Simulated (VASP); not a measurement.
# Be3Cd2S (R-3m) in VASP: further runs

Be3Cd2S is run at these levels: PBE; tasks: single point, relaxation of cell and atoms.

Program: VASP 6.6.1. These are calculated values, not measurements. Logs are shortened: lines on timing, memory, paths and dates and some standing lists are left out, and cuts for length are marked.

## (1) The cell of the first run

Symmetry: R-3m, No. 166, trigonal system. Conventional cell: a = 5.390 Å, b = 5.390 Å, c = 10.396 Å, α = 90.00°, β = 90.00°, γ = 120.00°. Be (site symmetry 2/m) has 2 S at 2.33 Å and 6 Cd at 2.61 to 3.02 Å and 4 Be at 2.69 Å within 3.1 Å. Cd (site symmetry 3m) has 9 Be at 2.61 to 3.02 Å and 4 Cd at 2.73 to 3.20 Å and 3 S at 3.13 Å within 3.4 Å. Within 3.2 Å of S (site symmetry -3m) lie 6 Be at 2.33 Å and 6 Cd at 3.13 Å.

The cell was generated, and may not be a known phase.

## (2) Single point, PBE

Input file INCAR:

```
SYSTEM = Be3Cd2S
ALGO     = Normal         ! electronic algorithm
EDIFF    = 1E-6           ! SCF threshold, eV
ENCUT    = 520            ! plane-wave cutoff, eV
GGA      = PE             ! functional
ISIF     = 2              ! what is computed and relaxed
ISMEAR   = 0              ! smearing method
LASPH    = .TRUE.         ! aspherical terms in the spheres
LCHARG   = .FALSE.        ! write CHGCAR
LREAL    = .FALSE.        ! projectors in reciprocal space
LWAVE    = .FALSE.        ! write WAVECAR
NBANDS   = 27             ! bands
NELM     = 100            ! most SCF steps
PREC     = Accurate       ! precision mode
SIGMA    = 0.1            ! smearing width, eV
```

Input file KPOINTS:

```
k-points
0
G
  6 6 6
  0 0 0
```

Input file POSCAR:

```
Be3Cd2S
1.0
    2.6949344040      1.5559211051      3.4653629359
   -2.6949344040      1.5559211051      3.4653629359
    0.0000000000     -3.1118422057      3.4653629378
Be Cd S
3 2 1
Direct
    0.0000000000      0.5000000000      0.0000000000
    0.5000000000      0.0000000000      0.0000000000
    0.0000000000      0.0000000000      0.5000000000
    0.6314459746      0.6314459746      0.6314459746
    0.3685540254      0.3685540254      0.3685540254
    0.0000000000      0.0000000000      0.0000000000
```

Potentials or basis: VASP PAW PBE potentials, release 64 (Be, Cd, S).

Run with:

```console
> cat potpaw_PBE.64/Be/POTCAR potpaw_PBE.64/Cd/POTCAR potpaw_PBE.64/S/POTCAR > POTCAR
> mpirun -np 1 vasp_std > vasp.out
```

OUTCAR:

```text
SYSTEM = Be3Cd2S
   EDIFF = 1E-6
   ENCUT = 520
   GGA = PE
   ISIF = 2
   ISMEAR = 0
   LASPH = .TRUE.
   LREAL = .FALSE.
   NELM = 100
   PREC = Accurate

 ion  position               nearest neighbor table
   1  0.000  0.500  0.000-   6 2.33   6 2.33   4 2.61   5 2.61   5 3.02   4 3.02   4 3.02   5 3.02

   2  0.500  0.000  0.000-   6 2.33   6 2.33   4 2.61   5 2.61   5 3.02   4 3.02   5 3.02   4 3.02

   3  0.000  0.000  0.500-   6 2.33   6 2.33   4 2.61   5 2.61   4 3.02   4 3.02   5 3.02   5 3.02

   4  0.631  0.631  0.631-   1 2.61   2 2.61   3 2.61   5 2.73   1 3.02   2 3.02   3 3.02   3 3.02
                             1 3.02   2 3.02   6 3.13   6 3.13   6 3.13   5 3.20   5 3.20   5 3.20
   5  0.369  0.369  0.369-   1 2.61   2 2.61   3 2.61   4 2.73   1 3.02   2 3.02   3 3.02   3 3.02
                             2 3.02   1 3.02   6 3.13   6 3.13   6 3.13   4 3.20   4 3.20   4 3.20
   6  0.000  0.000  0.000-   3 2.33   3 2.33   1 2.33   2 2.33   1 2.33   2 2.33   4 3.13   5 3.13
                             4 3.13   5 3.13   4 3.13   5 3.13

  LATTYP: Found a trigonal (rhomboedric) cell.
 ALAT       =     4.6574995657
 COS(alpha) =     0.3303918253

  Lattice vectors:

 A1 = (   2.6949344040,   1.5559211051,   3.4653629359)
 A2 = (  -2.6949344040,   1.5559211051,   3.4653629359)
 A3 = (   0.0000000000,  -3.1118422057,   3.4653629378)

Analysis of symmetry for initial positions (statically):
=====================================================================
 Subroutine PRICEL returns:
 Original cell was already a primitive cell.

 Routine SETGRP: Setting up the symmetry group for a
 trigonal (rhombohedral) supercell.

 Subroutine GETGRP returns: Found 12 space group operations
 (whereof 12 operations were pure point group operations)
 out of a pool of 12 trial point group operations.

The static configuration has the point symmetry D_3d.

Analysis of symmetry for dynamics (positions and initial velocities):
=====================================================================
 Subroutine PRICEL returns:
 Original cell was already a primitive cell.

 Routine SETGRP: Setting up the symmetry group for a
 trigonal (rhombohedral) supercell.

 Subroutine GETGRP returns: Found 12 space group operations
 (whereof 12 operations were pure point group operations)
 out of a pool of 12 trial point group operations.

The dynamic configuration has the point symmetry D_3d.

 Subroutine INISYM returns: Found 12 space group operations
 (whereof 12 operations are pure point group operations),
 and found     1 'primitive' translations

----------------------------------------------------------------------------------------

                                     Primitive cell

  volume of cell :      87.1838

  direct lattice vectors                    reciprocal lattice vectors
     2.694934404  1.555921105  3.465362936     0.185533273  0.107117685  0.096190021
    -2.694934404  1.555921105  3.465362936    -0.185533273  0.107117685  0.096190021
     0.000000000 -3.111842206  3.465362938     0.000000000 -0.214235370  0.096190021

  length of vectors
     4.657499566  4.657499566  4.657499566     0.234838911  0.234838911  0.234838911

  position of ions in fractional coordinates (direct lattice)
     0.000000000  0.500000000  0.000000000
     0.500000000  0.000000000  0.000000000
     0.000000000  0.000000000  0.500000000
     0.631445975  0.631445975  0.631445975
     0.368554025  0.368554025  0.368554025
     0.000000000  0.000000000  0.000000000

  ion indices of the primitive-cell ions
   primitive index   ion index
                 1           1
                 2           2
                 3           3
                 4           4
                 5           5
                 6           6

----------------------------------------------------------------------------------------

 KPOINTS: k-points

Automatic generation of k-mesh.
 Grid dimensions read from file:
 generate k-points for:    6    6    6

 Generating k-lattice:

  Cartesian coordinates                     Fractional coordinates (reciprocal lattice)
     0.030922212  0.017852948  0.016031670     0.166666667 -0.000000000 -0.000000000
    -0.030922212  0.017852948  0.016031670    -0.000000000  0.166666667 -0.000000000
     0.000000000 -0.035705895  0.016031670     0.000000000  0.000000000  0.166666667

  Length of vectors
     0.039139818  0.039139818  0.039139818

  Shift w.r.t. Gamma in fractional coordinates (k-lattice)
     0.000000000  0.000000000  0.000000000

 Subroutine IBZKPT returns following result:
 ===========================================

 Found     32 irreducible k-points:

 Following reciprocal coordinates:
            Coordinates               Weight
  0.000000  0.000000  0.000000      1.000000
  0.166667  0.000000  0.000000      6.000000
  0.333333  0.000000  0.000000      6.000000
  0.500000  0.000000  0.000000      3.000000
  0.166667  0.166667  0.000000      6.000000
  0.333333  0.166667  0.000000     12.000000
[... 16 lines left out ...]
  0.500000  0.500000  0.166667      6.000000
 -0.333333  0.500000  0.166667     12.000000
 [... further k-points ...]
   k-points           NKPTS =     32   k-points in BZ     NKDIM =     32   number of bands    NBANDS=     27
   number of dos      NEDOS =    301   number of ions     NIONS =      6
   total plane-waves  NPLWV =  46656
   dimension x,y,z NGX =    36 NGY =   36 NGZ =   36
   dimension x,y,z NGXF=    72 NGYF=   72 NGZF=   72
   ions per type =               3   2   1
   NGX,Y,Z   is equivalent  to a cutoff of  12.85, 12.85, 12.85 a.u.
   NGXF,Y,Z  is equivalent  to a cutoff of  25.70, 25.70, 25.70 a.u.
 SYSTEM =  Be3Cd2S
   PREC   = accura    normal or accurate (medium, high low for compatibility)
   ISTART =      0    job   : 0-new  1-cont  2-samecut
   ICHARG =      2    charge: 1-file 2-atom 10-const
   ISPIN  =      1    spin polarized calculation?
   LNONCOLLINEAR =      F non collinear calculations
   LSORBIT =      F    spin-orbit coupling
   LASPH  =      T    aspherical Exc in radial PAW
   ENCUT  =  520.0 eV  38.22 Ry    6.18 a.u.   8.66  8.66  8.66*2*pi/ulx,y,z
   NELM   =    100;   NELMIN=  2; NELMDL= -5     # of ELM steps
   EDIFF  = 0.1E-05   stopping-criterion for ELM
   LREAL  =      F    real-space projection
   EDIFFG = 0.1E-04   stopping-criterion for IOM
   NSW    =      0    number of steps for IOM
   IBRION =     -1    ionic relax: 0-MD 1-quasi-New 2-CG
   NFREE  =      0    steps in history (QN), initial steepest desc. (CG)
   ISIF   =      2    stress and relaxation
   ISYM   =      2    0-nonsym 1-usesym 2-fastsym
   POTIM  = 0.5000    time-step for ionic-motion
   TEBEG  =    0.0;   TEEND  =   0.0 temperature during run
   PSTRESS=    0.0 pullay stress
   NELECT =      36.0000    total number of electrons
   NUPDOWN=      -1.0000    fix difference up-down
   EMIN   =  10.00;   EMAX   =-10.00  energy-range for DOS
   EFERMI =   0.00;   METHOD = LEGACY
   ISMEAR =     0;   SIGMA  =   0.10  broadening in eV -4-tet -1-fermi 0-gaus
   EFERMI_NEDOS =   21; number of points for ismear=-14 and -15
   IALGO  =     38    algorithm
   IMIX   =      4    mixing-type and parameters
     AMIX     =   0.40;   BMIX     =  1.00
     AMIX_MAG =   1.60;   BMIX_MAG =  1.00
  volume/ion in A,a.u.               =      14.53        98.06
  Fermi-wavevector in a.u.,A,eV,Ry     =   1.219075  2.303718 20.220214  1.486144
  Thomas-Fermi vector in A             =   2.354340
   LORBIT       =      0    0 simple, 1 ext, 2 COOP (PROOUT), +10 PAW based schemes
   GGA     = PE    functional components
   LHFCALC =     F    Hartree Fock is set to
   AEXX    =    0.0000 exact exchange contribution
   IVDW    =     0    specifies the selected vdW correction
   LEPSILON=     F    determine dielectric tensor
   LRPA    =     F    only Hartree local field effects (RPA)
 non-spin polarized calculation
 Gauss-broadening in eV      SIGMA  =   0.10
  energy-cutoff  :      520.00
  volume of cell :       87.18
 maximum number of plane-waves:      2359
 NGX is ok and might be reduce to    36
   NGX = 17   NGY = 17   NGZ = 17

 number of electron      35.9999994 magnetization

 Free energy of the ion-electron system (eV)
  ---------------------------------------------------
  ext. energy  EPLUGINS =         0.00000000
  ---------------------------------------------------
  free energy    TOTEN  =       -14.73261204 eV

  energy without entropy =      -14.72589703  energy(sigma->0) =      -14.72925453

 E-fermi :   5.2053     XC(G=0): -10.7471

 val. band max:        5.1845045591   @ k =   0.5000   0.5000   0.3333
 cond. band min:       5.2318858992   @ k =   0.3333   0.1667   0.1667
 fundamental gap:      0.0473813401
 Fermi energy:         5.2052968398

 k-point     1 :       0.0000    0.0000    0.0000
  band No.  band energies     occupation
      1      -9.5784      2.00000
      2      -4.5585      2.00000
      3      -4.4044      2.00000
      4      -4.4044      2.00000
      5      -4.0760      2.00000
      6      -4.0760      2.00000
[... 19 lines left out ...]
     26      10.6162      0.00000
     27      10.6162      0.00000

 k-point     2 :       0.1667    0.0000    0.0000
  band No.  band energies     occupation
      1      -9.5305      2.00000
      2      -4.5661      2.00000
      3      -4.4156      2.00000
      4      -4.3489      2.00000
      5      -4.1317      2.00000
      6      -4.1057      2.00000
[... 19 lines left out ...]
     26      10.1623      0.00000
     27      11.1867      0.00000

 k-point     3 :       0.3333    0.0000    0.0000
  band No.  band energies     occupation
      1      -9.4310      2.00000
      2      -4.5585      2.00000
      3      -4.4304      2.00000
      4      -4.2548      2.00000
      5      -4.2011      2.00000
      6      -4.1094      2.00000
[... 594 lines left out ...]
      1      -9.3180      2.00000
      2      -4.5729      2.00000
      3      -4.3601      2.00000
      4      -4.1690      2.00000
      5      -4.1564      2.00000
      6      -4.0902      2.00000
[... 19 lines left out ...]
     26      11.6848      0.00000
     27      12.6621      0.00000

 k-point    24 :      -0.3333    0.5000    0.1667
  band No.  band energies     occupation
      1      -9.3156      2.00000
      2      -4.6281      2.00000
      3      -4.3198      2.00000
      4      -4.1742      2.00000
      5      -4.1095      2.00000
      6      -4.0546      2.00000
[... 19 lines left out ...]
     26      11.5245      0.00000
     27      12.1876      0.00000

 [... further k-points ...]

------------------------ aborting loop because EDIFF is reached ----------------------------------------

  FORCE on cell =-STRESS in cart. coord.  units (eV):
  Direction    XX          YY          ZZ          XY          YZ          ZX
  --------------------------------------------------------------------------------------
  -------------------------------------------------------------------------------------
  Total        0.0467896      0.0467896      0.1242758      0.0000000      0.0000000      0.0000000
  in kB        0.8598537      0.8598537      2.2838173      0.0000000      0.0000000      0.0000000
  external PRESSURE =       1.3345082 kB  Pullay stress =       0.0000000 kB

 VOLUME and BASIS-vectors are now :
 -----------------------------------------------------------------------------
  energy-cutoff  :      520.00
  volume of cell :       87.18
      direct lattice vectors                 reciprocal lattice vectors
     2.694934404  1.555921105  3.465362936     0.185533273  0.107117685  0.096190021
    -2.694934404  1.555921105  3.465362936    -0.185533273  0.107117685  0.096190021
     0.000000000 -3.111842206  3.465362938     0.000000000 -0.214235370  0.096190021

 POSITION                                       TOTAL-FORCE (eV/Angst)
 -----------------------------------------------------------------------------------
     -1.34747      0.77796      1.73268        -0.000000      0.000000      0.000000
      1.34747      0.77796      1.73268         0.000000      0.000000     -0.000000
      0.00000     -1.55592      1.73268         0.000000      0.000000      0.000000
      0.00000      0.00000      6.56457         0.000000      0.000000      0.015731
      0.00000      0.00000      3.83152         0.000000     -0.000000     -0.015731
      0.00000      0.00000      0.00000         0.000000     -0.000000      0.000000
 -----------------------------------------------------------------------------------
    total drift:                               -0.000000     -0.000000      0.000000

  FREE ENERGIE OF THE ION-ELECTRON SYSTEM (eV)
  ---------------------------------------------------
  free  energy   TOTEN  =       -14.7326120367 eV

  energy  without entropy=      -14.7258970292  energy(sigma->0) =      -14.72925453
```

It took 92 s on 1 thread of Intel Xeon 8259CL, shared host; peak memory 0.24 GiB.

What came out:

```yaml
Free_energy: -14.7326 eV
Pressure: 0.1 GPa
Largest_force: 0.016 eV/Å
Band_gap_on_the_k_mesh: zero (bands 18 and 19 overlap by 1.31 eV)
```

Forces on the atoms (eV/Å):
```
Be   0.000  0.000  0.000
Be   0.000  0.000  0.000
Be   0.000  0.000  0.000
Cd   0.000  0.000  0.016
Cd   0.000  0.000 -0.016
S    0.000  0.000  0.000
```

Stress tensor (GPa, compression positive):
```
0.09 0.00 0.00
0.00 0.09 0.00
0.00 0.00 0.23
```

## (3) Single point, PBE

This run uses another cell than the first one, of 15.37 Å³/atom.

Input file INCAR:

```
  PREC = Accurate
  ENCUT = 520
  EDIFF = 1E-6
  ISMEAR = 0
  SIGMA = 0.1
  LREAL = F
  LASPH = T
  NELM = 80
  ALGO = Normal
  ISIF = 2
  LWAVE = F
  LCHARG = T
  GGA = PE
  LELF = T
  LVHAR = T
  NBANDS = 27
```

Input file KPOINTS:

```
regular mesh
0
Gamma
  6 6 6
```

Input file POSCAR:

```
Be3Cd2S
1.0
    2.5915051800      1.4962062200      3.9651347800
   -2.5915051800      1.4962062200      3.9651347800
    0.0000000000     -2.9924124300      3.9651347800
Be Cd S
3 2 1
Direct
    0.0000000000      0.5000000000      0.0000000000
    0.5000000000      0.0000000000      0.0000000000
    0.0000000000      0.0000000000      0.5000000000
    0.6272294500      0.6272294500      0.6272294500
    0.3727705500      0.3727705500      0.3727705500
    0.0000000000      0.0000000000      0.0000000000
```

Potentials or basis: VASP PAW PBE potentials, release 64 (Be, Cd, S).

Run with:

```console
> cat potpaw_PBE.64/Be/POTCAR potpaw_PBE.64/Cd/POTCAR potpaw_PBE.64/S/POTCAR > POTCAR
> mpirun -np 1 vasp_std > vasp.out
```

Wall time 2.3 min (1 thread of Intel Xeon 8259CL, shared host); peak memory 0.28 GiB.

Results (log left out):

```yaml
Free_energy: -14.2550 eV
Pressure: -4.4 GPa
Largest_force: 0.371 eV/Å
Band_gap_on_the_k_mesh: zero (bands 18 and 19 overlap by 0.91 eV)
```

Forces in eV/Å, atoms in the order of the input:
```
Be   0.000  0.000  0.000
Be   0.000  0.000  0.000
Be   0.000  0.000  0.000
Cd   0.000  0.000 -0.371
Cd   0.000  0.000  0.371
S    0.000  0.000  0.000
```

Stress tensor (GPa, compression positive):
```
-1.98  0.00  0.00
 0.00 -1.98  0.00
 0.00  0.00 -9.29
```

Levels at points of the mesh, in eV from the Fermi level:
```csv
k point,band 16,band 17,band 18,band 19,band 20,band 21
"(0.00, 0.00, 0.00)",-1.82,-0.30,-0.30,-0.05,0.48,0.48
"(0.50, 0.00, 0.00)",-2.23,-1.16,-0.91,-0.24,1.84,2.16
"(0.50, 0.50, 0.00)",-3.99,-0.65,0.53,1.04,1.69,2.50
"(0.50, 0.50, 0.50)",-2.40,-2.40,-1.83,0.12,0.18,2.25
```

Caveat: the stress differs along the axes, from -9 to -2 GPa.

(Part 1 of 2 ends here.)

The gap in the log of VASP goes by the Fermi energy; the results here count the filled bands.